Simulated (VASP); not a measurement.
# CaS (Fm-3m) in VASP: further runs

The runs below take CaS through single point, with LDA, PBE, r2SCAN, HSE06.

Everything below comes from runs of VASP 6.6.1. Logs are shortened: lines on timing, memory, paths and dates and some standing lists are left out, and cuts for length are marked.

## Step 1: The cell of the first run

Symmetry: Fm-3m, No. 225, cubic system. The conventional cell has a = 5.696 Å, b = 5.696 Å, c = 5.696 Å, α = 90.00°, β = 90.00°, γ = 90.00°. Ca (site symmetry m-3m) has 6 S at 2.85 Å within 3.8 Å. Within 3.8 Å of S (site symmetry m-3m) lie 6 Ca at 2.85 Å.

## Step 2: Single point, LDA

INCAR reads:

```
ALGO = Normal
EDIFF = 1E-6
ENCUT = 500
GGA = CA
GGA_COMPAT = F
ISIF = 2
ISMEAR = 0
LASPH = T
LCHARG = T
LELF = T
LREAL = F
LVHAR = T
LWAVE = F
NBANDS = 15
NELM = 120
PREC = Accurate
SIGMA = 0.01
```

KPOINTS reads:

```
k-points
0
Gamma
  4 4 4
```

POSCAR reads:

```
CaS
1.0
    0.0000000000      2.8479357442      2.8479357442
    2.8479357442      0.0000000000      2.8479357442
    2.8479357442      2.8479357442      0.0000000000
Ca S
1 1
Direct
    0.0000000000      0.0000000000      0.0000000000
    0.5000000000      0.5000000000      0.5000000000
```

Potentials or basis: VASP PAW LDA potentials, release 64 (Ca_sv, S).

Started as:

```sh
> cat potpaw_LDA.64/Ca_sv/POTCAR potpaw_LDA.64/S/POTCAR > POTCAR
> mpirun -np 1 vasp_std > vasp.out
```

OUTCAR:

```text
EDIFF = 1E-6
   ENCUT = 500
   GGA = CA
   ISIF = 2
   ISMEAR = 0
   LASPH = T
   LREAL = F
   NELM = 120
   PREC = Accurate

 ion  position               nearest neighbor table
   1  0.000  0.000  0.000-   2 2.85   2 2.85   2 2.85   2 2.85   2 2.85   2 2.85
   2  0.500  0.500  0.500-   1 2.85   1 2.85   1 2.85   1 2.85   1 2.85   1 2.85

  LATTYP: Found a face centered cubic cell.
 ALAT       =     5.6958714884

  Lattice vectors:

 A1 = (   0.0000000000,   2.8479357442,   2.8479357442)
 A2 = (   2.8479357442,   0.0000000000,   2.8479357442)
 A3 = (   2.8479357442,   2.8479357442,   0.0000000000)

Analysis of symmetry for initial positions (statically):
=====================================================================
 Subroutine PRICEL returns:
 Original cell was already a primitive cell.

 Routine SETGRP: Setting up the symmetry group for a
 face centered cubic supercell.

 Subroutine GETGRP returns: Found 48 space group operations
 (whereof 48 operations were pure point group operations)
 out of a pool of 48 trial point group operations.

The static configuration has the point symmetry O_h .

Analysis of symmetry for dynamics (positions and initial velocities):
=====================================================================
 Subroutine PRICEL returns:
 Original cell was already a primitive cell.

 Routine SETGRP: Setting up the symmetry group for a
 face centered cubic supercell.

 Subroutine GETGRP returns: Found 48 space group operations
 (whereof 48 operations were pure point group operations)
 out of a pool of 48 trial point group operations.

The dynamic configuration has the point symmetry O_h .

 Subroutine INISYM returns: Found 48 space group operations
 (whereof 48 operations are pure point group operations),
 and found     1 'primitive' translations

----------------------------------------------------------------------------------------

                                     Primitive cell

  volume of cell :      46.1977

  direct lattice vectors                    reciprocal lattice vectors
     0.000000000  2.847935744  2.847935744    -0.175565759  0.175565759  0.175565759
     2.847935744  0.000000000  2.847935744     0.175565759 -0.175565759  0.175565759
     2.847935744  2.847935744  0.000000000     0.175565759  0.175565759 -0.175565759

  length of vectors
     4.027589354  4.027589354  4.027589354     0.304088814  0.304088814  0.304088814

  position of ions in fractional coordinates (direct lattice)
     0.000000000  0.000000000  0.000000000
     0.500000000  0.500000000  0.500000000

  ion indices of the primitive-cell ions
   primitive index   ion index
                 1           1
                 2           2

----------------------------------------------------------------------------------------

 KPOINTS: k-points

Automatic generation of k-mesh.
 Grid dimensions read from file:
 generate k-points for:    4    4    4

 Generating k-lattice:

  Cartesian coordinates                     Fractional coordinates (reciprocal lattice)
    -0.043891440  0.043891440  0.043891440     0.250000000  0.000000000  0.000000000
     0.043891440 -0.043891440  0.043891440     0.000000000  0.250000000  0.000000000
     0.043891440  0.043891440 -0.043891440     0.000000000  0.000000000  0.250000000

  Length of vectors
     0.076022204  0.076022204  0.076022204

  Shift w.r.t. Gamma in fractional coordinates (k-lattice)
     0.000000000  0.000000000  0.000000000

 Subroutine IBZKPT returns following result:
 ===========================================

 Found      8 irreducible k-points:

 Following reciprocal coordinates:
            Coordinates               Weight
  0.000000  0.000000  0.000000      1.000000
  0.250000  0.000000  0.000000      8.000000
  0.500000  0.000000  0.000000      4.000000
  0.250000  0.250000  0.000000      6.000000
  0.500000  0.250000  0.000000     24.000000
 -0.250000  0.250000  0.000000     12.000000
  0.500000  0.500000  0.000000      3.000000
 -0.250000  0.500000  0.250000      6.000000
   k-points           NKPTS =      8   k-points in BZ     NKDIM =      8   number of bands    NBANDS=     15
   number of dos      NEDOS =    301   number of ions     NIONS =      2
   total plane-waves  NPLWV =  27000
   dimension x,y,z NGX =    30 NGY =   30 NGZ =   30
   dimension x,y,z NGXF=    60 NGYF=   60 NGZF=   60
   ions per type =               1   1
   NGX,Y,Z   is equivalent  to a cutoff of  12.38, 12.38, 12.38 a.u.
   NGXF,Y,Z  is equivalent  to a cutoff of  24.77, 24.77, 24.77 a.u.
 SYSTEM =  unknown system
   PREC   = accura    normal or accurate (medium, high low for compatibility)
   ISTART =      0    job   : 0-new  1-cont  2-samecut
   ICHARG =      2    charge: 1-file 2-atom 10-const
   ISPIN  =      1    spin polarized calculation?
   LNONCOLLINEAR =      F non collinear calculations
   LSORBIT =      F    spin-orbit coupling
   LASPH  =      T    aspherical Exc in radial PAW
   ENCUT  =  500.0 eV  36.75 Ry    6.06 a.u.   7.34  7.34  7.34*2*pi/ulx,y,z
   NELM   =    120;   NELMIN=  2; NELMDL= -5     # of ELM steps
   EDIFF  = 0.1E-05   stopping-criterion for ELM
   LREAL  =      F    real-space projection
   EDIFFG = 0.1E-04   stopping-criterion for IOM
   NSW    =      0    number of steps for IOM
   IBRION =     -1    ionic relax: 0-MD 1-quasi-New 2-CG
   NFREE  =      0    steps in history (QN), initial steepest desc. (CG)
   ISIF   =      2    stress and relaxation
   ISYM   =      2    0-nonsym 1-usesym 2-fastsym
   POTIM  = 0.5000    time-step for ionic-motion
   TEBEG  =    0.0;   TEEND  =   0.0 temperature during run
   PSTRESS=    0.0 pullay stress
   NELECT =      16.0000    total number of electrons
   NUPDOWN=      -1.0000    fix difference up-down
   EMIN   =  10.00;   EMAX   =-10.00  energy-range for DOS
   EFERMI =   0.00;   METHOD = LEGACY
   ISMEAR =     0;   SIGMA  =   0.01  broadening in eV -4-tet -1-fermi 0-gaus
   EFERMI_NEDOS =   21; number of points for ismear=-14 and -15
   IALGO  =     38    algorithm
   IMIX   =      4    mixing-type and parameters
     AMIX     =   0.40;   BMIX     =  1.00
     AMIX_MAG =   1.60;   BMIX_MAG =  1.00
  volume/ion in A,a.u.               =      23.10       155.88
  Fermi-wavevector in a.u.,A,eV,Ry     =   1.149674  2.172568 17.983499  1.321750
  Thomas-Fermi vector in A             =   2.286342
   LORBIT       =      0    0 simple, 1 ext, 2 COOP (PROOUT), +10 PAW based schemes
   GGA     = CA    functional components
   LHFCALC =     F    Hartree Fock is set to
   AEXX    =    0.0000 exact exchange contribution
   IVDW    =     0    specifies the selected vdW correction
   LEPSILON=     F    determine dielectric tensor
   LRPA    =     F    only Hartree local field effects (RPA)
 non-spin polarized calculation
 Gauss-broadening in eV      SIGMA  =   0.01
  energy-cutoff  :      500.00
  volume of cell :       46.20
 maximum number of plane-waves:      1211
 NGX is ok and might be reduce to    30
   NGX = 15   NGY = 15   NGZ = 15

 number of electron      16.0000004 magnetization

 Free energy of the ion-electron system (eV)
  ---------------------------------------------------
  ext. energy  EPLUGINS =         0.00000000
  ---------------------------------------------------
  free energy    TOTEN  =       -11.38322925 eV

  energy without entropy =      -11.38322925  energy(sigma->0) =      -11.38322925

 E-fermi :   2.6683     XC(G=0):  -9.6931

 val. band max:        2.5669333017   @ k =   0.0000   0.0000   0.0000
 cond. band min:       4.6979271972   @ k =   0.5000   0.5000   0.0000
 fundamental gap:      2.1309938956
 Fermi energy:         2.6683139138

 k-point     1 :       0.0000    0.0000    0.0000
  band No.  band energies     occupation
      1     -36.1885      2.00000
      2     -17.4662      2.00000
      3     -17.4662      2.00000
      4     -17.4662      2.00000
      5      -8.7236      2.00000
      6       2.5669      2.00000
      7       2.5669      2.00000
      8       2.5669      2.00000
      9       6.4399      0.00000
     10       6.5177      0.00000
     11       6.5177      0.00000
     12       6.5177      0.00000
     13       7.1584      0.00000
     14       7.1584      0.00000
     15      13.1901      0.00000

 k-point     2 :       0.2500    0.0000    0.0000
  band No.  band energies     occupation
      1     -36.1823      2.00000
      2     -17.5565      2.00000
      3     -17.4733      2.00000
      4     -17.4733      2.00000
      5      -8.3296      2.00000
      6       0.6786      2.00000
      7       1.8706      2.00000
      8       1.8706      2.00000
      9       6.6325      0.00000
     10       7.3342      0.00000
     11       7.3342      0.00000
     12       8.6055      0.00000
     13       8.6055      0.00000
     14       8.6098      0.00000
     15      12.7661      0.00000

 k-point     3 :       0.5000    0.0000    0.0000
  band No.  band energies     occupation
      1     -36.1761      2.00000
      2     -17.6434      2.00000
      3     -17.4803      2.00000
      4     -17.4803      2.00000
      5      -7.8837      2.00000
      6      -0.6155      2.00000
      7       1.3691      2.00000
      8       1.3691      2.00000
      9       7.5778      0.00000
     10       8.4368      0.00000
     11       8.5671      0.00000
     12       8.5671      0.00000
     13      10.5976      0.00000
     14      10.5976      0.00000
     15      11.2496      0.00000
[... 55 lines left out ...]
 k-point     7 :       0.5000    0.5000    0.0000
  band No.  band energies     occupation
      1     -36.1722      2.00000
      2     -17.5969      2.00000
      3     -17.5179      2.00000
      4     -17.5179      2.00000
      5      -8.0832      2.00000
      6       0.2450      2.00000
      7       1.7448      2.00000
      8       1.7448      2.00000
      9       4.6979      0.00000
     10       8.0185      0.00000
     11       8.3209      0.00000
     12       9.1727      0.00000
     13       9.1727      0.00000
     14       9.1866      0.00000
     15      12.6895      0.00000

 k-point     8 :      -0.2500    0.5000    0.2500
  band No.  band energies     occupation
      1     -36.1721      2.00000
      2     -17.5574      2.00000
      3     -17.5574      2.00000
      4     -17.5286      2.00000
      5      -7.9615      2.00000
      6       0.7396      2.00000
      7       0.7396      2.00000
      8       0.9678      2.00000
      9       7.2002      0.00000
     10       7.2002      0.00000
     11       8.3734      0.00000
     12       8.8376      0.00000
     13       9.1811      0.00000
     14      11.6903      0.00000
     15      12.4334      0.00000

------------------------ aborting loop because EDIFF is reached ----------------------------------------

  FORCE on cell =-STRESS in cart. coord.  units (eV):
  Direction    XX          YY          ZZ          XY          YZ          ZX
  --------------------------------------------------------------------------------------
  -------------------------------------------------------------------------------------
  Total       -1.0951394     -1.0951394     -1.0951394      0.0000000      0.0000000     -0.0000000
  in kB      -37.9803894    -37.9803894    -37.9803894      0.0000000      0.0000000     -0.0000000
  external PRESSURE =     -37.9803894 kB  Pullay stress =       0.0000000 kB

 VOLUME and BASIS-vectors are now :
 -----------------------------------------------------------------------------
  energy-cutoff  :      500.00
  volume of cell :       46.20
      direct lattice vectors                 reciprocal lattice vectors
     0.000000000  2.847935744  2.847935744    -0.175565759  0.175565759  0.175565759
     2.847935744  0.000000000  2.847935744     0.175565759 -0.175565759  0.175565759
     2.847935744  2.847935744  0.000000000     0.175565759  0.175565759 -0.175565759

 POSITION                                       TOTAL-FORCE (eV/Angst)
 -----------------------------------------------------------------------------------
      0.00000      0.00000      0.00000        -0.000000      0.000000      0.000000
      2.84794      2.84794      2.84794         0.000000     -0.000000     -0.000000
 -----------------------------------------------------------------------------------
    total drift:                               -0.000000      0.000000      0.000000

  FREE ENERGIE OF THE ION-ELECTRON SYSTEM (eV)
  ---------------------------------------------------
  free  energy   TOTEN  =       -11.3832292512 eV

  energy  without entropy=      -11.3832292512  energy(sigma->0) =      -11.38322925
```

It took 5.4 s on 1 thread of AMD EPYC 7R13 (Zen 3), shared host; peak memory 0.11 GiB.

Results:

* Free energy: -11.3832 eV
* Pressure: -3.8 GPa
* Band gap on the k mesh: 2.13 eV (least direct gap 2.95 eV)

Caveat: the k points lie up to 0.48 Å⁻¹ apart. A k mesh can miss the band edges.

## Step 3: Single point, PBE

INCAR reads:

```
SYSTEM = CaS
PREC     = Accurate       ! precision mode
ENCUT    = 500            ! plane-wave cutoff, eV
EDIFF    = 1E-6           ! SCF threshold, eV
ISMEAR   = 0              ! smearing method
SIGMA    = 0.01           ! smearing width, eV
LREAL    = .FALSE.        ! projectors in reciprocal space
LASPH    = .TRUE.         ! aspherical terms in the spheres
NELM     = 120            ! most SCF steps
ALGO     = Normal         ! electronic algorithm
ISIF     = 2              ! what is computed and relaxed
LWAVE    = .FALSE.        ! write WAVECAR
LCHARG   = .FALSE.        ! write CHGCAR
GGA      = PE             ! functional
NBANDS   = 15             ! bands
GGA_COMPAT= .FALSE.
```

KPOINTS reads:

```
regular mesh
0
G
  6 6 6
  0 0 0
```

POSCAR is that of step 2.

Potentials or basis: VASP PAW PBE potentials, release 64 (Ca_sv, S).

Started as:

```sh
> cat potpaw_PBE.64/Ca_sv/POTCAR potpaw_PBE.64/S/POTCAR > POTCAR
> mpirun -np 1 vasp_std > vasp.out
```

Run time: 9.4 s. Hardware: 1 thread of AMD EPYC 7R13 (Zen 3), shared host; peak memory 0.13 GiB.

Results (log left out):

| Quantity | Value |
| --- | --- |
| Free energy | -10.3633 eV |
| Pressure | 0.6 GPa |
| Band gap on the k mesh | 2.36 eV (least direct gap 3.16 eV) |

Levels at points of the mesh, in eV from the valence-band top:
| k point | band 4 | band 5 | band 6 | band 7 | band 8 | band 9 | band 10 | band 11 | band 12 | band 13 |
| --- | --- | --- | --- | --- | --- | --- | --- | --- | --- | --- |
| (0.00, 0.00, 0.00) | -20.18 | -11.32 | 0.00 | 0.00 | 0.00 | 4.14 | 4.16 | 4.16 | 4.16 | 4.76 |
| (0.50, 0.00, 0.00) | -20.19 | -10.51 | -3.09 | -1.16 | -1.16 | 5.22 | 6.06 | 6.20 | 6.20 | 8.14 |
| (0.50, 0.50, 0.00) | -20.23 | -10.70 | -2.27 | -0.81 | -0.81 | 2.36 | 5.60 | 6.02 | 6.77 | 6.79 |

## Step 4: Single point, r2SCAN

POSCAR is that of step 3.

INCAR.step1 reads:

```
PREC = Accurate
ENCUT = 550
ISMEAR = 0
SIGMA = 0.01
LREAL = F
LASPH = T
NELM = 120
NBANDS = 15
GGA = PE
ALGO = Normal
EDIFF = 1E-5
LWAVE = T
LCHARG = F
GGA_COMPAT = F
```

INCAR.step2 reads:

```
PREC = Accurate
ENCUT = 550
EDIFF = 1E-6
ISMEAR = 0
SIGMA = 0.01
LREAL = F
LASPH = T
NELM = 120
ALGO = Normal
ISIF = 2
LWAVE = F
LCHARG = F
METAGGA = R2SCAN
LMIXTAU = T
NBANDS = 15
ISTART = 1
GGA_COMPAT = F
```

KPOINTS reads:

```
Automatic mesh
0
Gamma
  4 4 4
```

Started as:

```sh
> cat potpaw_PBE.64/Ca_sv/POTCAR potpaw_PBE.64/S/POTCAR > POTCAR
> cp INCAR.step1 INCAR
> mpirun -np 1 vasp_std > vasp.out
> cp INCAR.step2 INCAR
> mpirun -np 1 vasp_std > vasp.out
```

Run time: 32 s. Hardware: 1 thread of AMD EPYC 7R13 (Zen 3), shared host; peak memory 0.16 GiB.

It converged, with:

| Item | Value |
| --- | --- |
| Free energy | -19.9330 eV |
| Pressure | 0.4 GPa |
| Band gap on the k mesh | 2.80 eV (least direct gap 3.62 eV) |

Levels at points of the mesh, in eV from the valence-band top:
```tsv
k point	band 4	band 5	band 6	band 7	band 8	band 9	band 10	band 11	band 12	band 13
(0.00, 0.00, 0.00)	-20.83	-11.79	0.00	0.00	0.00	4.66	4.66	4.66	4.92	5.30
(0.50, 0.00, 0.00)	-20.84	-10.96	-3.11	-1.16	-1.16	5.78	6.68	6.81	6.81	8.82
(0.50, 0.50, 0.00)	-20.88	-11.15	-2.31	-0.83	-0.83	2.80	6.17	6.77	7.40	7.40
```

Caveat: the k points lie up to 0.48 Å⁻¹ apart; the PAW data sets were made with another functional, which shifts forces and pressure a little.

[end of part 1 of 2]
